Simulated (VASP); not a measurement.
# BaTe (Pm-3m) in VASP: single point with LDA

Aim: the single point of BaTe with LDA.

All numbers are computed with VASP 6.6.1; they aren't measurements. Logs are shortened: lines on timing, memory, paths and dates and some standing lists are left out, and cuts for length are marked.

### Step 1. The cell of the first run

It takes space group Pm-3m (No. 221, cubic). Conventional cell: a = 4.262 Å, b = 4.262 Å, c = 4.262 Å, α = 90.00°, β = 90.00°, γ = 90.00°. Within 4.8 Å of Ba (site symmetry m-3m) lie 8 Te at 3.69 Å and 6 Ba at 4.26 Å. Te (site symmetry m-3m) has 8 Ba at 3.69 Å and 6 Te at 4.26 Å within 4.8 Å.

### Step 2. Single point, LDA

File INCAR:

```
SYSTEM = BaTe
PREC     = Accurate       ! precision mode
ENCUT    = 500            ! plane-wave cutoff, eV
EDIFF    = 1E-6           ! SCF threshold, eV
ISMEAR   = 0              ! smearing method
SIGMA    = 0.01           ! smearing width, eV
LREAL    = .FALSE.        ! projectors in reciprocal space
LASPH    = .TRUE.         ! aspherical terms in the spheres
NELM     = 120            ! most SCF steps
ALGO     = Normal         ! electronic algorithm
ISIF     = 2              ! what is computed and relaxed
LWAVE    = .FALSE.        ! write WAVECAR
LCHARG   = .FALSE.        ! write CHGCAR
GGA      = CA             ! functional
NBANDS   = 15             ! bands
GGA_COMPAT= .FALSE.
```

File KPOINTS:

```
Automatic mesh
0
G
  2 2 2
  0 0 0
```

File POSCAR:

```
BaTe
1.0
    4.2624660000      0.0000000000      0.0000000000
    0.0000000000      4.2624660000      0.0000000000
    0.0000000000      0.0000000000      4.2624660000
Ba Te
1 1
Direct
    0.0000000000      0.0000000000      0.0000000000
    0.5000000000      0.5000000000      0.5000000000
```

Potentials or basis: VASP PAW LDA potentials, release 64 (Ba_sv, Te).

Run with:

```sh
cat potpaw_LDA.64/Ba_sv/POTCAR potpaw_LDA.64/Te/POTCAR > POTCAR
mpirun -np 1 vasp_std > vasp.out
```

OUTCAR:

```text
SYSTEM = BaTe
   PREC = Accurate
   ENCUT = 500
   EDIFF = 1E-6
   ISMEAR = 0
   LREAL = .FALSE.
   LASPH = .TRUE.
   NELM = 120
   ISIF = 2
   GGA = CA

 ion  position               nearest neighbor table
   1  0.000  0.000  0.000-   2 3.69   2 3.69   2 3.69   2 3.69   2 3.69   2 3.69   2 3.69   2 3.69

   2  0.500  0.500  0.500-   1 3.69   1 3.69   1 3.69   1 3.69   1 3.69   1 3.69   1 3.69   1 3.69

  LATTYP: Found a simple cubic cell.
 ALAT       =     4.2624660000

  Lattice vectors:

 A1 = (   4.2624660000,   0.0000000000,   0.0000000000)
 A2 = (   0.0000000000,   4.2624660000,   0.0000000000)
 A3 = (   0.0000000000,   0.0000000000,   4.2624660000)

Analysis of symmetry for initial positions (statically):
=====================================================================
 Subroutine PRICEL returns:
 Original cell was already a primitive cell.

 Routine SETGRP: Setting up the symmetry group for a
 simple cubic supercell.

 Subroutine GETGRP returns: Found 48 space group operations
 (whereof 48 operations were pure point group operations)
 out of a pool of 48 trial point group operations.

The static configuration has the point symmetry O_h .

Analysis of symmetry for dynamics (positions and initial velocities):
=====================================================================
 Subroutine PRICEL returns:
 Original cell was already a primitive cell.

 Routine SETGRP: Setting up the symmetry group for a
 simple cubic supercell.

 Subroutine GETGRP returns: Found 48 space group operations
 (whereof 48 operations were pure point group operations)
 out of a pool of 48 trial point group operations.

The dynamic configuration has the point symmetry O_h .

 Subroutine INISYM returns: Found 48 space group operations
 (whereof 48 operations are pure point group operations),
 and found     1 'primitive' translations

----------------------------------------------------------------------------------------

                                     Primitive cell

  volume of cell :      77.4431

  direct lattice vectors                    reciprocal lattice vectors
     4.262466000  0.000000000  0.000000000     0.234605977  0.000000000  0.000000000
     0.000000000  4.262466000  0.000000000     0.000000000  0.234605977  0.000000000
     0.000000000  0.000000000  4.262466000     0.000000000  0.000000000  0.234605977

  length of vectors
     4.262466000  4.262466000  4.262466000     0.234605977  0.234605977  0.234605977

  position of ions in fractional coordinates (direct lattice)
     0.000000000  0.000000000  0.000000000
     0.500000000  0.500000000  0.500000000

  ion indices of the primitive-cell ions
   primitive index   ion index
                 1           1
                 2           2

----------------------------------------------------------------------------------------

 KPOINTS: Automatic mesh

Automatic generation of k-mesh.
 Grid dimensions read from file:
 generate k-points for:    2    2    2

 Generating k-lattice:

  Cartesian coordinates                     Fractional coordinates (reciprocal lattice)
     0.117302988  0.000000000  0.000000000     0.500000000  0.000000000  0.000000000
     0.000000000  0.117302988  0.000000000     0.000000000  0.500000000  0.000000000
     0.000000000  0.000000000  0.117302988     0.000000000  0.000000000  0.500000000

  Length of vectors
     0.117302988  0.117302988  0.117302988

  Shift w.r.t. Gamma in fractional coordinates (k-lattice)
     0.000000000  0.000000000  0.000000000

 Subroutine IBZKPT returns following result:
 ===========================================

 Found      4 irreducible k-points:

 Following reciprocal coordinates:
            Coordinates               Weight
  0.000000  0.000000  0.000000      1.000000
  0.500000  0.000000  0.000000      3.000000
  0.500000  0.500000  0.000000      3.000000
  0.500000  0.500000  0.500000      1.000000
   k-points           NKPTS =      4   k-points in BZ     NKDIM =      4   number of bands    NBANDS=     15
   number of dos      NEDOS =    301   number of ions     NIONS =      2
   total plane-waves  NPLWV =  32768
   dimension x,y,z NGX =    32 NGY =   32 NGZ =   32
   dimension x,y,z NGXF=    64 NGYF=   64 NGZF=   64
   ions per type =               1   1
   NGX,Y,Z   is equivalent  to a cutoff of  12.48, 12.48, 12.48 a.u.
   NGXF,Y,Z  is equivalent  to a cutoff of  24.96, 24.96, 24.96 a.u.
 SYSTEM =  BaTe
   PREC   = accura    normal or accurate (medium, high low for compatibility)
   ISTART =      0    job   : 0-new  1-cont  2-samecut
   ICHARG =      2    charge: 1-file 2-atom 10-const
   ISPIN  =      1    spin polarized calculation?
   LNONCOLLINEAR =      F non collinear calculations
   LSORBIT =      F    spin-orbit coupling
   LASPH  =      T    aspherical Exc in radial PAW
   ENCUT  =  500.0 eV  36.75 Ry    6.06 a.u.   7.77  7.77  7.77*2*pi/ulx,y,z
   NELM   =    120;   NELMIN=  2; NELMDL= -5     # of ELM steps
   EDIFF  = 0.1E-05   stopping-criterion for ELM
   LREAL  =      F    real-space projection
[... 7 lines left out ...]
   TEBEG  =    0.0;   TEEND  =   0.0 temperature during run
   PSTRESS=    0.0 pullay stress
   NELECT =      16.0000    total number of electrons
   NUPDOWN=      -1.0000    fix difference up-down
   EMIN   =  10.00;   EMAX   =-10.00  energy-range for DOS
   EFERMI =   0.00;   METHOD = LEGACY
   ISMEAR =     0;   SIGMA  =   0.01  broadening in eV -4-tet -1-fermi 0-gaus
   EFERMI_NEDOS =   21; number of points for ismear=-14 and -15
   IALGO  =     38    algorithm
   IMIX   =      4    mixing-type and parameters
     AMIX     =   0.40;   BMIX     =  1.00
     AMIX_MAG =   1.60;   BMIX_MAG =  1.00
  volume/ion in A,a.u.               =      38.72       261.31
  Fermi-wavevector in a.u.,A,eV,Ry     =   0.967804  1.828884 12.743813  0.936644
  Thomas-Fermi vector in A             =   2.097720
   LORBIT       =      0    0 simple, 1 ext, 2 COOP (PROOUT), +10 PAW based schemes
   GGA     = CA    functional components
   LHFCALC =     F    Hartree Fock is set to
   AEXX    =    0.0000 exact exchange contribution
   IVDW    =     0    specifies the selected vdW correction
   LEPSILON=     F    determine dielectric tensor
   LRPA    =     F    only Hartree local field effects (RPA)
 non-spin polarized calculation
 Gauss-broadening in eV      SIGMA  =   0.01
  energy-cutoff  :      500.00
  volume of cell :       77.44
 maximum number of plane-waves:      1984
 NGX is ok and might be reduce to    32
   NGX = 15   NGY = 15   NGZ = 15

 number of electron      16.0000000 magnetization

 Free energy of the ion-electron system (eV)
  ---------------------------------------------------
  ext. energy  EPLUGINS =         0.00000000
  ---------------------------------------------------
  free energy    TOTEN  =        -8.38449285 eV

  energy without entropy =       -8.38449285  energy(sigma->0) =       -8.38449285

 E-fermi :   4.0199     XC(G=0):  -9.0128

 val. band max:        3.8835138999   @ k =   0.5000   0.5000   0.0000
 cond. band min:       4.2417988788   @ k =   0.0000   0.0000   0.0000
 fundamental gap:      0.3582849789
 Fermi energy:         4.0198777481

 k-point     1 :       0.0000    0.0000    0.0000
  band No.  band energies     occupation
      1     -24.5797      2.00000
      2      -9.6157      2.00000
      3      -9.6157      2.00000
      4      -9.6157      2.00000
      5      -6.4993      2.00000
      6       3.4818      2.00000
      7       3.4818      2.00000
      8       3.4818      2.00000
      9       4.2418      0.00000
     10       4.2418      0.00000
     11       5.8205      0.00000
     12       8.0338      0.00000
     13       8.0338      0.00000
     14       8.0338      0.00000
     15      12.1060      0.00000

 k-point     2 :       0.5000    0.0000    0.0000
  band No.  band energies     occupation
      1     -24.5533      2.00000
      2     -10.1532      2.00000
      3      -9.5658      2.00000
      4      -9.5658      2.00000
      5      -5.7520      2.00000
      6       0.3306      2.00000
      7       2.9269      2.00000
      8       2.9269      2.00000
      9       4.9792      0.00000
     10       8.4029      0.00000
     11       8.4238      0.00000
     12       8.5089      0.00000
     13       8.5220      0.00000
     14       9.0752      0.00000
     15       9.0752      0.00000

 k-point     3 :       0.5000    0.5000    0.0000
  band No.  band energies     occupation
      1     -24.5283      2.00000
      2      -9.9712      2.00000
      3      -9.9712      2.00000
      4      -9.5289      2.00000
      5      -5.9237      2.00000
      6       1.7682      2.00000
      7       1.7682      2.00000
      8       3.8835      2.00000
      9       4.4224      0.00000
     10       6.0569      0.00000
     11       6.4248      0.00000
     12       6.4248      0.00000
     13       9.6288      0.00000
     14      10.2625      0.00000
     15      11.5077      0.00000

 k-point     4 :       0.5000    0.5000    0.5000
  band No.  band energies     occupation
      1     -24.5044      2.00000
      2      -9.8921      2.00000
      3      -9.8921      2.00000
      4      -9.8921      2.00000
      5      -5.5325      2.00000
      6       0.8582      2.00000
      7       0.8582      2.00000
      8       0.8582      2.00000
      9       8.2839      0.00000
     10       8.2839      0.00000
     11       8.2839      0.00000
     12       9.7847      0.00000
     13       9.8606      0.00000
     14       9.8606      0.00000
     15       9.8606      0.00000

------------------------ aborting loop because EDIFF is reached ----------------------------------------

  FORCE on cell =-STRESS in cart. coord.  units (eV):
  Direction    XX          YY          ZZ          XY          YZ          ZX
  --------------------------------------------------------------------------------------
  -------------------------------------------------------------------------------------
  Total       -0.1046628     -0.1046628     -0.1046628      0.0000000     -0.0000000      0.0000000
  in kB       -2.1653101     -2.1653101     -2.1653101      0.0000000     -0.0000000      0.0000000
  external PRESSURE =      -2.1653101 kB  Pullay stress =       0.0000000 kB

 VOLUME and BASIS-vectors are now :
 -----------------------------------------------------------------------------
  energy-cutoff  :      500.00
  volume of cell :       77.44
      direct lattice vectors                 reciprocal lattice vectors
     4.262466000  0.000000000  0.000000000     0.234605977  0.000000000  0.000000000
     0.000000000  4.262466000  0.000000000     0.000000000  0.234605977  0.000000000
     0.000000000  0.000000000  4.262466000     0.000000000  0.000000000  0.234605977

 POSITION                                       TOTAL-FORCE (eV/Angst)
 -----------------------------------------------------------------------------------
      0.00000      0.00000      0.00000         0.000000      0.000000      0.000000
      2.13123      2.13123      2.13123         0.000000      0.000000      0.000000
 -----------------------------------------------------------------------------------
    total drift:                                0.000000      0.000000     -0.000000

  FREE ENERGIE OF THE ION-ELECTRON SYSTEM (eV)
  ---------------------------------------------------
  free  energy   TOTEN  =        -8.3844928494 eV

  energy  without entropy=       -8.3844928494  energy(sigma->0) =       -8.38449285
```

It took 3.7 s on 1 thread of AMD EPYC 7R13 (Zen 3), shared host; peak memory 0.11 GiB.

What came out:

| Quantity | Value |
| --- | --- |
| Free energy | -8.3845 eV |
| Pressure | -0.2 GPa |
| Band gap on the k mesh | 0.36 eV (least direct gap 0.54 eV) |

Caveat: the k points lie up to 0.74 Å⁻¹ apart; semilocal functionals underestimate gaps, and a narrow one can read as zero; spin-orbit coupling is left out, which moves the levels of the heavy elements. A k mesh can miss the band edges.
